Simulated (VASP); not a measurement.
# PbO (NiAs type) (P6_3/mmc) in VASP: relaxation of cell and atoms with PBE

Aim: the relaxation of cell and atoms of PbO (NiAs type) with PBE.

Everything below comes from runs of VASP 6.6.1. Logs are shortened: lines on timing, memory, paths and dates and some standing lists are left out, and cuts for length are marked.

## 1. The cell of the first run

Symmetry: P6_3/mmc, No. 194, hexagonal system. The conventional cell has a = 3.552 Å, b = 3.552 Å, c = 5.505 Å, α = 90.00°, β = 90.00°, γ = 120.00°. Within 3.3 Å of Pb (site symmetry -3m) lie 6 O at 2.47 Å and 2 Pb at 2.75 Å. O (site symmetry -6m2) has 6 Pb at 2.47 Å within 3.3 Å.

## 2. Relaxation of cell and atoms, PBE, target pressure 12 GPa, at which the enthalpy is minimised

Contents of INCAR:

```
ALGO     = Normal         # electronic algorithm
EDIFF    = 1E-7           # SCF threshold, eV
EDIFFG   = -0.005         # ionic threshold
ENCUT    = 600            # plane-wave cutoff, eV
GGA      = PE             # functional
IBRION   = 2              # ionic algorithm
ISIF     = 3              # what is computed and relaxed
ISMEAR   = -1             # smearing method
LASPH    = T              # aspherical terms in the spheres
LCHARG   = F              # write CHGCAR
LREAL    = F              # projectors in reciprocal space
LWAVE    = F              # write WAVECAR
NELM     = 100            # most SCF steps
NSW      = 60             # ionic steps
PREC     = Accurate       # precision mode
PSTRESS  = 120.0        
SIGMA    = 0.05           # smearing width, eV
```

Contents of KPOINTS:

```
k-points
0
Gamma
  9 9 5
```

Contents of POSCAR:

```
PbO
1.0
    3.5519173531      0.0000000000      0.0000000000
   -1.7759586766      3.0760506600      0.0000000000
    0.0000000000      0.0000000000      5.5054718974
Pb O
2 2
Direct
    0.0000000000      0.0000000000      0.0000000000
    0.0000000000      0.0000000000      0.5000000000
    0.3333333333      0.6666666667      0.2500000000
    0.6666666667      0.3333333333      0.7500000000
```

Potentials or basis: VASP PAW PBE potentials, release 64 (Pb_d, O).

Launch:

```console
$ cat potpaw_PBE.64/Pb_d/POTCAR potpaw_PBE.64/O/POTCAR > POTCAR
$ mpirun -np 1 vasp_std > vasp.out
```

OUTCAR:

```text
EDIFF = 1E-7
   EDIFFG = -0.005
   ENCUT = 600
   GGA = PE
   IBRION = 2
   ISIF = 3
   ISMEAR = -1
   LASPH = T
   LREAL = F
   NELM = 100
   NSW = 60
   PREC = Accurate
   PSTRESS = 120.0

 ion  position               nearest neighbor table
   1  0.000  0.000  0.000-   3 2.47   4 2.47   4 2.47   3 2.47   4 2.47   3 2.47   2 2.75   2 2.75

   2  0.000  0.000  0.500-   3 2.47   4 2.47   4 2.47   3 2.47   4 2.47   3 2.47   1 2.75   1 2.75

   3  0.333  0.667  0.250-   1 2.47   2 2.47   1 2.47   2 2.47   1 2.47   2 2.47
   4  0.667  0.333  0.750-   1 2.47   2 2.47   1 2.47   2 2.47   1 2.47   2 2.47

  LATTYP: Found a hexagonal cell.
 ALAT       =     3.5519173531
 C/A-ratio  =     1.5500000000

  Lattice vectors:

 A1 = (   3.5519173531,   0.0000000000,   0.0000000000)
 A2 = (  -1.7759586766,   3.0760506600,   0.0000000000)
 A3 = (   0.0000000000,   0.0000000000,   5.5054718974)

Analysis of symmetry for initial positions (statically):
=====================================================================
 Subroutine PRICEL returns:
 Original cell was already a primitive cell.

 Routine SETGRP: Setting up the symmetry group for a
 hexagonal supercell.

 Subroutine GETGRP returns: Found 24 space group operations
 (whereof 12 operations were pure point group operations)
 out of a pool of 24 trial point group operations.

The static configuration has the point symmetry D_3d.
 The point group associated with its full space group is D_6h.

Analysis of symmetry for dynamics (positions and initial velocities):
=====================================================================
 Subroutine PRICEL returns:
 Original cell was already a primitive cell.

 Routine SETGRP: Setting up the symmetry group for a
 hexagonal supercell.

 Subroutine GETGRP returns: Found 24 space group operations
 (whereof 12 operations were pure point group operations)
 out of a pool of 24 trial point group operations.

The dynamic configuration has the point symmetry D_3d.
 The point group associated with its full space group is D_6h.

 Subroutine INISYM returns: Found 24 space group operations
 (whereof 12 operations are pure point group operations),
 and found     1 'primitive' translations

----------------------------------------------------------------------------------------

                                     Primitive cell

  volume of cell :      60.1521

  direct lattice vectors                    reciprocal lattice vectors
     3.551917353  0.000000000  0.000000000     0.281538082  0.162546088  0.000000000
    -1.775958677  3.076050660  0.000000000     0.000000000  0.325092175  0.000000000
     0.000000000  0.000000000  5.505471897     0.000000000  0.000000000  0.181637472

  length of vectors
     3.551917353  3.551917353  5.505471897     0.325092175  0.325092175  0.181637472

  position of ions in fractional coordinates (direct lattice)
     0.000000000  0.000000000  0.000000000
     0.000000000  0.000000000  0.500000000
     0.333333333  0.666666667  0.250000000
     0.666666667  0.333333333  0.750000000

  ion indices of the primitive-cell ions
   primitive index   ion index
                 1           1
                 2           2
                 3           3
                 4           4

----------------------------------------------------------------------------------------

 KPOINTS: k-points

Automatic generation of k-mesh.
 Grid dimensions read from file:
 generate k-points for:    9    9    5

 Generating k-lattice:

  Cartesian coordinates                     Fractional coordinates (reciprocal lattice)
     0.031282009  0.018060676  0.000000000     0.111111111  0.000000000  0.000000000
     0.000000000  0.036121353  0.000000000     0.000000000  0.111111111  0.000000000
     0.000000000  0.000000000  0.036327494     0.000000000  0.000000000  0.200000000

  Length of vectors
     0.036121353  0.036121353  0.036327494

  Shift w.r.t. Gamma in fractional coordinates (k-lattice)
     0.000000000  0.000000000  0.000000000

 Subroutine IBZKPT returns following result:
 ===========================================

 Found     36 irreducible k-points:

 Following reciprocal coordinates:
            Coordinates               Weight
  0.000000  0.000000  0.000000      1.000000
  0.111111  0.000000  0.000000      6.000000
  0.222222  0.000000  0.000000      6.000000
  0.333333  0.000000  0.000000      6.000000
  0.444444  0.000000  0.000000      6.000000
  0.111111  0.111111  0.000000      6.000000
[... 16 lines left out ...]
  0.333333  0.222222  0.200000     24.000000
  0.333333  0.333333  0.200000      4.000000
 [... further k-points ...]
   k-points           NKPTS =     36   k-points in BZ     NKDIM =     36   number of bands    NBANDS=     24
   number of dos      NEDOS =    301   number of ions     NIONS =      4
   total plane-waves  NPLWV =  37632
   dimension x,y,z NGX =    28 NGY =   28 NGZ =   48
   dimension x,y,z NGXF=    56 NGYF=   56 NGZF=   96
   ions per type =               2   2
   NGX,Y,Z   is equivalent  to a cutoff of  13.11, 13.11, 14.49 a.u.
   NGXF,Y,Z  is equivalent  to a cutoff of  26.21, 26.21, 28.99 a.u.
 SYSTEM =  unknown system
   PREC   = accura    normal or accurate (medium, high low for compatibility)
   ISTART =      0    job   : 0-new  1-cont  2-samecut
   ICHARG =      2    charge: 1-file 2-atom 10-const
   ISPIN  =      1    spin polarized calculation?
   LNONCOLLINEAR =      F non collinear calculations
   LSORBIT =      F    spin-orbit coupling
   LASPH  =      T    aspherical Exc in radial PAW
   ENCUT  =  600.0 eV  44.10 Ry    6.64 a.u.   7.09  7.09 11.00*2*pi/ulx,y,z
   NELM   =    100;   NELMIN=  2; NELMDL= -5     # of ELM steps
   EDIFF  = 0.1E-06   stopping-criterion for ELM
   LREAL  =      F    real-space projection
   EDIFFG = -.5E-02   stopping-criterion for IOM
   NSW    =     60    number of steps for IOM
   IBRION =      2    ionic relax: 0-MD 1-quasi-New 2-CG
   NFREE  =      1    steps in history (QN), initial steepest desc. (CG)
   ISIF   =      3    stress and relaxation
   ISYM   =      2    0-nonsym 1-usesym 2-fastsym
   POTIM  = 0.5000    time-step for ionic-motion
   TEBEG  =    0.0;   TEEND  =   0.0 temperature during run
   PSTRESS=  120.0 pullay stress
   NELECT =      40.0000    total number of electrons
   NUPDOWN=      -1.0000    fix difference up-down
   EMIN   =  10.00;   EMAX   =-10.00  energy-range for DOS
   EFERMI =   0.00;   METHOD = LEGACY
   ISMEAR =    -1;   SIGMA  =   0.05  broadening in eV -4-tet -1-fermi 0-gaus
   EFERMI_NEDOS =   21; number of points for ismear=-14 and -15
   IALGO  =     38    algorithm
   IMIX   =      4    mixing-type and parameters
     AMIX     =   0.40;   BMIX     =  1.00
     AMIX_MAG =   1.60;   BMIX_MAG =  1.00
  volume/ion in A,a.u.               =      15.04       101.48
  Fermi-wavevector in a.u.,A,eV,Ry     =   1.428931  2.700288 27.780964  2.041843
  Thomas-Fermi vector in A             =   2.548939
   LORBIT       =      0    0 simple, 1 ext, 2 COOP (PROOUT), +10 PAW based schemes
   GGA     = PE    functional components
   LHFCALC =     F    Hartree Fock is set to
   AEXX    =    0.0000 exact exchange contribution
   IVDW    =     0    specifies the selected vdW correction
   LEPSILON=     F    determine dielectric tensor
   LRPA    =     F    only Hartree local field effects (RPA)
 conjugate gradient relaxation of ions
 non-spin polarized calculation
  energy-cutoff  :      600.00
  volume of cell :       60.15
 maximum number of plane-waves:      2055
   NGX = 15   NGY = 15   NGZ = 21

--------------------------------------- Ionic step        1  -------------------------------------------

 number of electron      39.9999998 magnetization

 Free energy of the ion-electron system (eV)
  ---------------------------------------------------
  ext. energy  EPLUGINS =         0.00000000
  ---------------------------------------------------
  free energy    TOTEN  =       -18.81618878 eV

  energy without entropy =      -18.81446415  energy(sigma->0) =      -18.81532647

------------------------ aborting loop because EDIFF is reached ----------------------------------------

  FORCE on cell =-STRESS in cart. coord.  units (eV):
  Direction    XX          YY          ZZ          XY          YZ          ZX
  --------------------------------------------------------------------------------------
  -------------------------------------------------------------------------------------
  Total        8.2480844      8.2480844     19.0221609     -0.0000000      0.0000000     -0.0000000
  in kB      219.6912658    219.6912659    506.6634155     -0.0000000      0.0000000     -0.0000000
  external PRESSURE =     195.3486491 kB  Pullay stress =     120.0000000 kB

 VOLUME and BASIS-vectors are now :
 -----------------------------------------------------------------------------
  energy-cutoff  :      600.00
  volume of cell :       60.15
      direct lattice vectors                 reciprocal lattice vectors
     3.551917353  0.000000000  0.000000000     0.281538082  0.162546088  0.000000000
    -1.775958677  3.076050660  0.000000000     0.000000000  0.325092175  0.000000000
     0.000000000  0.000000000  5.505471897     0.000000000  0.000000000  0.181637472
[... 290 lines left out ...]
  FREE ENERGIE OF THE ION-ELECTRON SYSTEM (eV)
  ---------------------------------------------------
  free  energy   TOTEN  =       -20.1323482849 eV

  energy  without entropy=      -20.1305273198  energy(sigma->0) =      -20.13143780

  enthalpy is  TOTEN    =       -15.2289657362 eV   P V=        4.9033825487

--------------------------------------- Ionic step        9  -------------------------------------------

 number of electron      39.9999991 magnetization

 Free energy of the ion-electron system (eV)
  ---------------------------------------------------
  ext. energy  EPLUGINS =         0.00000000
  ---------------------------------------------------
  free energy    TOTEN  =       -20.13334381 eV

  energy without entropy =      -20.13152033  energy(sigma->0) =      -20.13243207

 E-fermi :   7.9715     XC(G=0): -11.0760

 val. band max:        7.9611883786   @ k =   0.3333   0.3333   0.0000
 cond. band min:       8.0436084559   @ k =   0.1111   0.0000   0.0000
 fundamental gap:      0.0824200773
 Fermi energy:         7.9714558364

 k-point     1 :       0.0000    0.0000    0.0000
  band No.  band energies     occupation
      1     -10.7015      2.00000
      2      -9.9735      2.00000
      3      -9.2908      2.00000
      4      -9.0468      2.00000
      5      -9.0468      2.00000
      6      -8.9989      2.00000
[... 16 lines left out ...]
     23      14.6051      0.00000
     24      16.3604      0.00000
[... 598 lines left out ...]
      2     -10.4062      2.00000
      3      -9.1145      2.00000
      4      -8.9521      2.00000
      5      -8.9521      2.00000
      6      -8.8967      2.00000
[... 16 lines left out ...]
     23      11.5051      0.00000
     24      11.5051      0.00000

 [... further k-points ...]
[... 5 lines left out ...]
  --------------------------------------------------------------------------------------
  -------------------------------------------------------------------------------------
  Total        4.9143687      4.9143687      4.8997402     -0.0000000      0.0000000      0.0000000
  in kB      120.2444895    120.2444895    119.8865596     -0.0000000      0.0000000      0.0000000
  external PRESSURE =       0.1251795 kB  Pullay stress =     120.0000000 kB

 VOLUME and BASIS-vectors are now :
 -----------------------------------------------------------------------------
  energy-cutoff  :      600.00
  volume of cell :       65.48
      direct lattice vectors                 reciprocal lattice vectors
     3.439140590 -0.000000000  0.000000000     0.290770317  0.167876321 -0.000000000
    -1.719570295  2.978383118 -0.000000000     0.000000000  0.335752642 -0.000000000
     0.000000000 -0.000000000  6.392675282    -0.000000000 -0.000000000  0.156429031

 POSITION                                       TOTAL-FORCE (eV/Angst)
 -----------------------------------------------------------------------------------
      1.71957      2.97838      0.00000         0.000000      0.000000      0.000000
      1.71957      2.97838      3.19634         0.000000      0.000000      0.000000
     -0.00000      1.98559      1.59817        -0.000000      0.000000     -0.000000
      1.71957      0.99279      4.79451         0.000000     -0.000000      0.000000
 -----------------------------------------------------------------------------------
    total drift:                               -0.000000      0.000000      0.000000

  FREE ENERGIE OF THE ION-ELECTRON SYSTEM (eV)
  ---------------------------------------------------
  free  energy   TOTEN  =       -20.1333438059 eV

  energy  without entropy=      -20.1315203307  energy(sigma->0) =      -20.13243207

  enthalpy is  TOTEN    =       -15.2289673371 eV   P V=        4.9043764689

 reached required accuracy - stopping structural energy minimisation
```

It took 2.6 min on 1 thread of Intel Xeon 6975P-C (Granite Rapids), shared host; peak memory 0.23 GiB.

Results:

```
Free energy                                                : -20.1333 eV
Relaxed volume                                             : 16.37 Å³/atom
Relaxed cell                                               : a = 3.439 Å, b = 3.439 Å, c = 6.393 Å, α = 90.00°, β = 90.00°, γ = 120.00°
Space group after relaxing (to 0.1 Å)                      : P6_3/mmc (No. 194)
Energy change on relaxing (the run minimises the enthalpy) : -329.3 meV/atom
Ionic steps                                                : 9
Pressure after relaxing                                    : 12.0 GPa
Band gap on the k mesh                                     : zero (bands 20 and 21 overlap by 0.20 eV)
```

The path:
```csv
step,energy change (eV),largest force (eV/Å),pressure (GPa),volume (Å³)
1,0.0000,0.0000,31.53,60.15
2,-1.5316,0.0000,-3.48,77.21
3,-1.3386,0.0000,8.00,68.88
4,-1.3774,0.0000,10.51,66.82
5,-1.2953,0.0000,12.58,65.20
6,-1.3028,0.0000,12.46,65.29
7,-1.3328,0.0000,11.50,65.70
8,-1.3162,0.0000,12.05,65.47
9,-1.3172,0.0000,12.01,65.48
```

Final structure:
```
CELL_PARAMETERS angstrom
3.43914 0.00000 0.00000
-1.71957 2.97838 0.00000
0.00000 0.00000 6.39268
ATOMIC_POSITIONS crystal
Pb 0.00000 0.00000 0.00000
Pb 0.00000 0.00000 0.50000
O 0.33333 0.66667 0.25000
O 0.66667 0.33333 0.75000
```

Levels at points of the mesh, in eV from the Fermi level:
```csv
k point,band 17,band 18,band 19,band 20,band 21,band 22,band 23,band 24
"(0.00, 0.00, 0.00)",-2.84,-2.38,-2.38,-0.31,0.33,6.63,6.63,8.39
```

Caveat: the cell is relaxed towards a set pressure, so the run minimises the enthalpy, not the energy; semilocal functionals underestimate gaps, and a narrow one can read as zero; a cell axis changed by over 15 % at a fixed basis, so the end point is rough; spin-orbit coupling is left out, which moves the levels of the heavy elements.

The gap in the log of VASP goes by the Fermi energy; the results here count the filled bands.